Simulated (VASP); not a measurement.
Write the native input for VASP 6.6.1 that does the following.

```
Task                   : single point
Functional             : PBE
Potentials or basis    : VASP PAW PBE potentials, release 64 (C, H)
Cutoff                 : 520 eV
k mesh                 : 6 × 3 × 1
Occupations            : gaussian, width 0.1 eV
Spin                   : no spin polarisation
Dipole correction      : yes
Further INCAR settings : ALGO = Normal; EDIFF = 1e-06; NBANDS = 38; NELMDL = -8
```

The structure of HC6 lies in POSCAR:

```
HC6
1.0
    4.9326910638      0.0000000000      0.0000000000
    0.0000000000      8.5222964205      0.0000000000
    0.0000000000      0.0000000000     22.9416055954
C H
12 2
Direct
    0.0000000000      0.0000000000      0.1743557130
    0.5000000000      0.0000000000      0.1743557130
    0.2500000000      0.0000000000      0.2053898368
    0.7500000000      0.0000000000      0.2053898368
    0.2500000000      0.0000000000      0.2674580844
    0.7500000000      0.0000000000      0.2674580844
    0.0000000000      0.0000000000      0.2977124344
    0.5000000000      0.0000000000      0.2977124344
    0.0000000000      0.0000000000      0.3626190265
    0.5000000000      0.0000000000      0.3626190265
    0.2500000000      0.0000000000      0.3897550046
    0.7500000000      0.0000000000      0.3897550046
   -0.1436160521      1.0000000000      0.4512153935
    0.3936160521      1.0000000000      0.4512153935
```

One way to write it, as run:

INCAR

```
ALGO = Normal ; DIPOL = 0.5 0.5 0.307
EDIFF = 1E-6 ; ENCUT = 520
GGA = PE ; GGA_COMPAT = False
IDIPOL = 3 ; ISIF = 2
ISMEAR = 0 ; LASPH = True
LCHARG = False ; LDIPOL = True
LREAL = False ; LWAVE = False
NBANDS = 38 ; NELM = 120
NELMDL = -8 ; PREC = Accurate
SIGMA = 0.1
```

KPOINTS

```
k-points
0
Gamma
  6 3 1
```

Potentials or basis: VASP PAW PBE potentials, release 64 (C, H).

Run with:

```bash
$ cat potpaw_PBE.64/C/POTCAR potpaw_PBE.64/H/POTCAR > POTCAR
$ mpirun -np 1 vasp_std > vasp.out
```

It gave:

```yaml
Largest_force: 5.326 eV/Å
Band_gap_on_the_k_mesh: zero (bands 25 and 26 overlap by 0.11 eV)
```

Run time: 16 min on 1 thread of Oxide Virtual Turin-like Processor, with other jobs on the host, peak memory 0.95 GiB.
